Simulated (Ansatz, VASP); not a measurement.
## One calculation of Bi, two programs

```
CELL_PARAMETERS angstrom
-2.03097 1.93189 1.98143
2.03097 -1.93189 1.98143
2.03097 1.93189 -1.98143
ATOMIC_POSITIONS crystal
Bi 0.00000 0.00000 0.00000
```

Change from the starting cell: strain +0.0250 x Voigt [1, -1, 0, 0, 0, 0], atoms carried along.

Alike in both runs: task single point; functional PBE; dispersion D3(BJ); k mesh 18 × 18 × 18; occupations gaussian, width 0.15 eV; no spin polarisation.

|  | VASP | Ansatz |
| --- | --- | --- |
| version | VASP 6.6.1 | Ansatz 0.2.0 |
| potentials or method | VASP PAW PBE potentials, release 64 (Bi_d), cutoff 520 eV | scalar-relativistic, plane waves, PAW |
| valence electrons in the cell | 15 | 15 |

```tsv
	VASP	Ansatz	Ansatz less VASP
gap on the k mesh at the Fermi level (eV)	none	none	-
pressure (GPa)	-1.7	-1.6	+0.04
traceless stress, the component that is largest in VASP (GPa)	-0.20	-0.20	-0.002
```

A gap of «none» marks a metal or a gap that the smearing closes.

Neither program's run includes spin-orbit coupling.
